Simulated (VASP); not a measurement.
Here is a VASP 6.6.1 calculation.

Contents of INCAR:

```
ALGO = Normal
EDIFF = 1E-7
ENCUT = 520
ISIF = 2
ISMEAR = -1
LASPH = True
LCHARG = False
LREAL = False
LWAVE = False
NBANDS = 13
NELM = 60
PREC = Accurate
SIGMA = 0.05
```

File KPOINTS:

```
k-points
0
Gamma
  5 7 5
```

Contents of POSCAR:

```
LiMg
1.0
    4.9126300000      0.0000000000      0.0000000000
    0.0000000000      3.3402500000      0.0000000000
    0.0000000000      0.0000000000      4.9339600000
Li Mg
2 2
Direct
    0.7500000000      0.0000000000      0.2571200000
    0.2500000000      0.0000000000      0.7428800000
    0.2500000000      0.5000000000      0.2438700000
    0.7500000000      0.5000000000      0.7561300000
```

Potentials or basis: VASP PAW LDA potentials, release 64 (Li_sv, Mg).

Command:

```console
$ cat potpaw_LDA.64/Li_sv/POTCAR potpaw_LDA.64/Mg/POTCAR > POTCAR
$ mpirun -np 1 vasp_std > vasp.out
```

(1) What does it give for the band gap on the k mesh?

(2) Estimate the largest force.

## Answers

(1) zero (bands 5 and 6 overlap by 2.92 eV).

(2) 0.017 eV/Å.
